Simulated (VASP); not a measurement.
# TbMo (Cmmm) in VASP: relaxation of cell and atoms with PBE

Aim: the relaxation of cell and atoms of TbMo with PBE.

Everything below comes from runs of VASP 6.6.1. Logs are shortened: lines on timing, memory, paths and dates and some standing lists are left out, and cuts for length are marked.

## 1. The cell of the first run

The structure is orthorhombic, space group Cmmm (No. 65). Conventional cell: a = 3.496 Å, b = 5.043 Å, c = 4.843 Å, α = 90.00°, β = 90.00°, γ = 90.00°. Within 3.9 Å of Tb (site symmetry mmm) lie 8 Mo at 2.99 to 3.50 Å and 6 Tb at 3.07 to 3.50 Å. Mo (site symmetry mmm) has 8 Tb at 2.99 to 3.50 Å and 6 Mo at 3.07 to 3.50 Å within 3.9 Å.

The cell was generated, and may not be a known phase.

## 2. Relaxation of cell and atoms, PBE

File INCAR:

```
SYSTEM = TbMo
ALGO     = Normal         ! electronic algorithm
EDIFF    = 1E-7           ! SCF threshold, eV
EDIFFG   = -0.01          ! ionic threshold
ENCUT    = 500            ! plane-wave cutoff, eV
GGA      = PE             ! functional
GGA_COMPAT= .FALSE.      
IBRION   = 2              ! ionic algorithm
ISIF     = 3              ! what is computed and relaxed
ISMEAR   = 0              ! smearing method
LASPH    = .TRUE.         ! aspherical terms in the spheres
LCHARG   = .FALSE.        ! write CHGCAR
LMAXMIX  = 6              ! l up to which the mixer works
LREAL    = .FALSE.        ! projectors in reciprocal space
LWAVE    = .FALSE.        ! write WAVECAR
NELM     = 200            ! most SCF steps
NELMIN   = 4            
NSW      = 100            ! ionic steps
PREC     = Accurate       ! precision mode
SIGMA    = 0.1            ! smearing width, eV
```

File KPOINTS:

```
k-points
0
G
  20 20 12
  0 0 0
```

File POSCAR:

```
TbMo
1.0
    1.7479502700     -2.5214280700      0.0000000000
    1.7479502700      2.5214280700      0.0000000000
    0.0000000000      0.0000000000      4.8428550900
Tb Mo
1 1
Direct
    0.0000000000      0.0000000000      0.0000000000
    0.5000000000      0.5000000000      0.5000000000
```

Potentials or basis: VASP PAW PBE potentials, release 64 (Tb_3, Mo_sv), 4f in core.

Started as:

```console
$ cat potpaw_PBE.64/Tb_3/POTCAR potpaw_PBE.64/Mo_sv/POTCAR > POTCAR
$ mpirun -np 1 vasp_std > vasp.out
```

OUTCAR:

```text
SYSTEM = TbMo
   EDIFF = 1E-7
   EDIFFG = -0.01
   ENCUT = 500
   GGA = PE
   IBRION = 2
   ISIF = 3
   ISMEAR = 0
   LASPH = .TRUE.
   LREAL = .FALSE.
   NELM = 200
   NELMIN = 4
   NSW = 100
   PREC = Accurate

 ion  position               nearest neighbor table
   1  0.000  0.000  0.000-   2 2.99   2 2.99   2 2.99   2 2.99   2 3.50   2 3.50   2 3.50   2 3.50

   2  0.500  0.500  0.500-   1 2.99   1 2.99   1 2.99   1 2.99   1 3.50   1 3.50   1 3.50   1 3.50

  LATTYP: Found a base centered orthorhombic cell.
 ALAT       =     3.4959005400
 B/A-ratio  =     1.4425056097
 C/A-ratio  =     1.3852954438

  Lattice vectors:

 A1 = (   1.7479502700,  -2.5214280700,   0.0000000000)
 A2 = (   1.7479502700,   2.5214280700,   0.0000000000)
 A3 = (   0.0000000000,   0.0000000000,   4.8428550900)

Analysis of symmetry for initial positions (statically):
=====================================================================
 Subroutine PRICEL returns:
 Original cell was already a primitive cell.

 Routine SETGRP: Setting up the symmetry group for a
 base centered orthorhombic supercell.

 Subroutine GETGRP returns: Found  8 space group operations
 (whereof  8 operations were pure point group operations)
 out of a pool of  8 trial point group operations.

The static configuration has the point symmetry D_2h.

Analysis of symmetry for dynamics (positions and initial velocities):
=====================================================================
 Subroutine PRICEL returns:
 Original cell was already a primitive cell.

 Routine SETGRP: Setting up the symmetry group for a
 base centered orthorhombic supercell.

 Subroutine GETGRP returns: Found  8 space group operations
 (whereof  8 operations were pure point group operations)
 out of a pool of  8 trial point group operations.

The dynamic configuration has the point symmetry D_2h.

 Subroutine INISYM returns: Found  8 space group operations
 (whereof  8 operations are pure point group operations),
 and found     1 'primitive' translations

----------------------------------------------------------------------------------------

                                     Primitive cell

  volume of cell :      42.6881

  direct lattice vectors                    reciprocal lattice vectors
     1.747950270 -2.521428070  0.000000000     0.286049328 -0.198300323  0.000000000
     1.747950270  2.521428070  0.000000000     0.286049328  0.198300323  0.000000000
     0.000000000  0.000000000  4.842855090     0.000000000  0.000000000  0.206489763

  length of vectors
     3.068049814  3.068049814  4.842855090     0.348062115  0.348062115  0.206489763

  position of ions in fractional coordinates (direct lattice)
     0.000000000  0.000000000  0.000000000
     0.500000000  0.500000000  0.500000000

  ion indices of the primitive-cell ions
   primitive index   ion index
                 1           1
                 2           2

----------------------------------------------------------------------------------------

 KPOINTS: k-points

Automatic generation of k-mesh.
 Grid dimensions read from file:
 generate k-points for:   20   20   12

 Generating k-lattice:

  Cartesian coordinates                     Fractional coordinates (reciprocal lattice)
     0.014302466 -0.009915016  0.000000000     0.050000000 -0.000000000  0.000000000
     0.014302466  0.009915016  0.000000000    -0.000000000  0.050000000  0.000000000
     0.000000000  0.000000000  0.017207480     0.000000000  0.000000000  0.083333333

  Length of vectors
     0.017403106  0.017403106  0.017207480

  Shift w.r.t. Gamma in fractional coordinates (k-lattice)
     0.000000000  0.000000000  0.000000000

 Subroutine IBZKPT returns following result:
 ===========================================

 Found    777 irreducible k-points:

 Following reciprocal coordinates:
            Coordinates               Weight
  0.000000  0.000000  0.000000      1.000000
  0.050000 -0.000000  0.000000      4.000000
  0.100000 -0.000000  0.000000      4.000000
  0.150000 -0.000000  0.000000      4.000000
  0.200000 -0.000000  0.000000      4.000000
  0.250000 -0.000000  0.000000      4.000000
[... 16 lines left out ...]
 -0.400000  0.050000  0.000000      4.000000
 -0.350000  0.050000  0.000000      4.000000
 [... further k-points ...]
   k-points           NKPTS =    777   k-points in BZ     NKDIM =    777   number of bands    NBANDS=     15
   number of dos      NEDOS =    301   number of ions     NIONS =      2
   total plane-waves  NPLWV =  20736
   dimension x,y,z NGX =    24 NGY =   24 NGZ =   36
   dimension x,y,z NGXF=    48 NGYF=   48 NGZF=   72
   ions per type =               1   1
   NGX,Y,Z   is equivalent  to a cutoff of  13.00, 13.00, 12.36 a.u.
   NGXF,Y,Z  is equivalent  to a cutoff of  26.01, 26.01, 24.72 a.u.
 SYSTEM =  TbMo
   PREC   = accura    normal or accurate (medium, high low for compatibility)
   ISTART =      0    job   : 0-new  1-cont  2-samecut
   ICHARG =      2    charge: 1-file 2-atom 10-const
   ISPIN  =      1    spin polarized calculation?
   LNONCOLLINEAR =      F non collinear calculations
   LSORBIT =      F    spin-orbit coupling
   LASPH  =      T    aspherical Exc in radial PAW
   ENCUT  =  500.0 eV  36.75 Ry    6.06 a.u.   5.59  5.59  8.83*2*pi/ulx,y,z
   NELM   =    200;   NELMIN=  4; NELMDL= -5     # of ELM steps
   EDIFF  = 0.1E-06   stopping-criterion for ELM
   LREAL  =      F    real-space projection
   EDIFFG = -.1E-01   stopping-criterion for IOM
   NSW    =    100    number of steps for IOM
   IBRION =      2    ionic relax: 0-MD 1-quasi-New 2-CG
   NFREE  =      1    steps in history (QN), initial steepest desc. (CG)
   ISIF   =      3    stress and relaxation
   ISYM   =      2    0-nonsym 1-usesym 2-fastsym
   POTIM  = 0.5000    time-step for ionic-motion
   TEBEG  =    0.0;   TEEND  =   0.0 temperature during run
   PSTRESS=    0.0 pullay stress
   NELECT =      23.0000    total number of electrons
   NUPDOWN=      -1.0000    fix difference up-down
   EMIN   =  10.00;   EMAX   =-10.00  energy-range for DOS
   EFERMI =   0.00;   METHOD = LEGACY
   ISMEAR =     0;   SIGMA  =   0.10  broadening in eV -4-tet -1-fermi 0-gaus
   EFERMI_NEDOS =   21; number of points for ismear=-14 and -15
   IALGO  =     38    algorithm
   IMIX   =      4    mixing-type and parameters
     AMIX     =   0.40;   BMIX     =  1.00
     AMIX_MAG =   1.60;   BMIX_MAG =  1.00
  volume/ion in A,a.u.               =      21.34       144.04
  Fermi-wavevector in a.u.,A,eV,Ry     =   1.332135  2.517371 24.144695  1.774585
  Thomas-Fermi vector in A             =   2.461093
   LORBIT       =      0    0 simple, 1 ext, 2 COOP (PROOUT), +10 PAW based schemes
   GGA     = PE    functional components
   LHFCALC =     F    Hartree Fock is set to
   AEXX    =    0.0000 exact exchange contribution
   IVDW    =     0    specifies the selected vdW correction
   LEPSILON=     F    determine dielectric tensor
   LRPA    =     F    only Hartree local field effects (RPA)
 conjugate gradient relaxation of ions
 non-spin polarized calculation
 Gauss-broadening in eV      SIGMA  =   0.10
  energy-cutoff  :      500.00
  volume of cell :       42.69
 maximum number of plane-waves:      1107
   NGX = 11   NGY = 11   NGZ = 17

--------------------------------------- Ionic step        1  -------------------------------------------

 number of electron      23.0000003 magnetization

 Free energy of the ion-electron system (eV)
  ---------------------------------------------------
  ext. energy  EPLUGINS =         0.00000000
  ---------------------------------------------------
  free energy    TOTEN  =       -14.27235573 eV

  energy without entropy =      -14.25768315  energy(sigma->0) =      -14.26501944

------------------------ aborting loop because EDIFF is reached ----------------------------------------

  FORCE on cell =-STRESS in cart. coord.  units (eV):
  Direction    XX          YY          ZZ          XY          YZ          ZX
  --------------------------------------------------------------------------------------
  -------------------------------------------------------------------------------------
  Total       -0.1384933     -0.7850492     -0.3479902      0.0000000      0.0000000      0.0000000
  in kB       -5.1979504    -29.4645859    -13.0608195      0.0000000      0.0000000      0.0000000
  external PRESSURE =     -15.9077853 kB  Pullay stress =       0.0000000 kB
[... 89 lines left out ...]
  FREE ENERGIE OF THE ION-ELECTRON SYSTEM (eV)
  ---------------------------------------------------
  free  energy   TOTEN  =       -14.2787609163 eV

  energy  without entropy=      -14.2644722921  energy(sigma->0) =      -14.27161660

[... ionic steps 4 to 7 ...]

--------------------------------------- Ionic step        8  -------------------------------------------

 number of electron      23.0000004 magnetization

------------------------ aborting loop because EDIFF is reached ----------------------------------------
[... 67 lines left out ...]
--------------------------------------- Ionic step       10  -------------------------------------------

 number of electron      23.0000004 magnetization

 Free energy of the ion-electron system (eV)
  ---------------------------------------------------
  ext. energy  EPLUGINS =         0.00000000
  ---------------------------------------------------
  free energy    TOTEN  =       -14.28167662 eV

  energy without entropy =      -14.26745045  energy(sigma->0) =      -14.27456353

 E-fermi :   6.8291     XC(G=0): -11.7443

 val. band max:        6.8269915502   @ k =   0.5000   0.1000   0.1667
 cond. band min:       6.8302984345   @ k =  -0.4500   0.3000   0.5000
 fundamental gap:      0.0033068843
 Fermi energy:         6.8291118901

 k-point     1 :       0.0000    0.0000    0.0000
  band No.  band energies     occupation
      1     -53.6177      2.00000
      2     -27.6965      2.00000
      3     -27.5389      2.00000
      4     -27.4539      2.00000
      5     -14.8501      2.00000
      6     -14.2676      2.00000
      7     -14.0332      2.00000
      8       1.3485      2.00000
      9       3.6505      2.00000
     10       5.2702      2.00000
     11       7.0095      0.01072
     12       7.4750      0.00000
     13       8.2094      0.00000
     14       8.4980      0.00000
[... 401 lines left out ...]
      2     -27.7928      2.00000
      3     -27.6514      2.00000
      4     -27.5046      2.00000
      5     -15.5440      2.00000
      6     -14.6965      2.00000
      7     -14.2069      2.00000
      8       3.8637      2.00000
      9       5.1785      2.00000
     10       5.9356      2.00000
     11       5.9730      2.00000
     12       6.6094      1.99811
     13       6.7623      1.65534
     14       8.6329      0.00000
     15       8.8998      0.00000

 [... further k-points ...]

------------------------ aborting loop because EDIFF is reached ----------------------------------------

  FORCE on cell =-STRESS in cart. coord.  units (eV):
  Direction    XX          YY          ZZ          XY          YZ          ZX
  --------------------------------------------------------------------------------------
  -------------------------------------------------------------------------------------
  Total        0.0064660     -0.0063084     -0.0020184      0.0000000      0.0000000      0.0000000
  in kB        0.2467036     -0.2406895     -0.0770079      0.0000000      0.0000000      0.0000000
  external PRESSURE =      -0.0236646 kB  Pullay stress =       0.0000000 kB
[... 17 lines left out ...]
  FREE ENERGIE OF THE ION-ELECTRON SYSTEM (eV)
  ---------------------------------------------------
  free  energy   TOTEN  =       -14.2816766186 eV

  energy  without entropy=      -14.2674504471  energy(sigma->0) =      -14.27456353

 reached required accuracy - stopping structural energy minimisation
```

Run time: 12 min. Hardware: 1 thread of Intel Xeon 6975P-C (Granite Rapids), shared host; peak memory 0.66 GiB.

What came out:

```yaml
Free_energy: -14.2817 eV
Relaxed_volume: 21.00 Å³/atom
Relaxed_cell: a = 3.027 Å, b = 3.027 Å, c = 4.838 Å, α = 90.00°, β = 90.00°, γ = 108.74°
Space_group_after_relaxing_to_0.1_Å: Cmmm (No. 65)
Energy_gained_by_relaxing: 4.7 meV/atom
Ionic_steps: 10
Pressure_after_relaxing: 0.0 GPa
Band_gap_on_the_k_mesh: zero (an odd number of electrons rules out a gap without spin polarisation)
```

Step by step:
```tsv
step	energy change (eV)	largest force (eV/Å)	pressure (GPa)	volume (Å³)
1	0.0000	0.0000	-1.59	42.69
2	-0.0051	0.0000	1.43	41.39
3	-0.0064	0.0000	0.45	41.79
4	-0.0087	0.0000	0.22	41.89
5	-0.0093	0.0000	0.02	41.98
6	-0.0093	0.0000	0.04	41.97
7	-0.0093	0.0000	0.05	41.96
8	-0.0093	0.0000	-0.03	42.00
9	-0.0093	0.0000	-0.04	42.00
10	-0.0093	0.0000	0.00	41.99
```

Final structure:
```cif
data_structure
_symmetry_space_group_name_H-M 'P 1'
_symmetry_Int_Tables_number 1
_cell_length_a 3.0275
_cell_length_b 3.0275
_cell_length_c 4.8380
_cell_angle_alpha 90.000
_cell_angle_beta 90.000
_cell_angle_gamma 108.741
_cell_volume 41.99
loop_
_atom_site_label
_atom_site_type_symbol
_atom_site_fract_x
_atom_site_fract_y
_atom_site_fract_z
_atom_site_occupancy
Tb1 Tb 0.00000 0.00000 0.00000 1
Mo1 Mo 0.50000 0.50000 0.50000 1
```

Levels at points of the mesh, in eV from the Fermi level:
```csv
k point,band 8,band 9,band 10,band 11,band 12,band 13,band 14,band 15
"(0.00, 0.00, 0.00)",-5.48,-3.18,-1.56,0.18,0.65,1.38,1.67,2.31
"(0.50, 0.00, 0.00)",-2.32,-1.57,-1.16,-0.42,-0.31,0.42,1.34,2.02
"(0.50, 0.50, 0.00)",-3.27,-3.11,-3.07,-1.45,2.28,3.12,3.33,4.53
"(0.00, 0.00, 0.50)",-3.62,-3.32,-1.25,-0.34,0.79,1.17,1.37,1.46
"(0.50, 0.00, 0.50)",-3.37,-3.01,-1.51,-0.72,1.85,1.85,2.23,3.32
"(0.50, 0.50, 0.50)",-2.30,-2.02,-1.51,-1.06,0.01,0.55,2.39,3.34
```

Caveat: spin-orbit coupling is left out, which moves the levels of the heavy elements; the 4f electrons are frozen in the core, so they carry no moment and show no levels. Spin polarisation is off, so any magnetic state and its effect on volume and gap are missing.
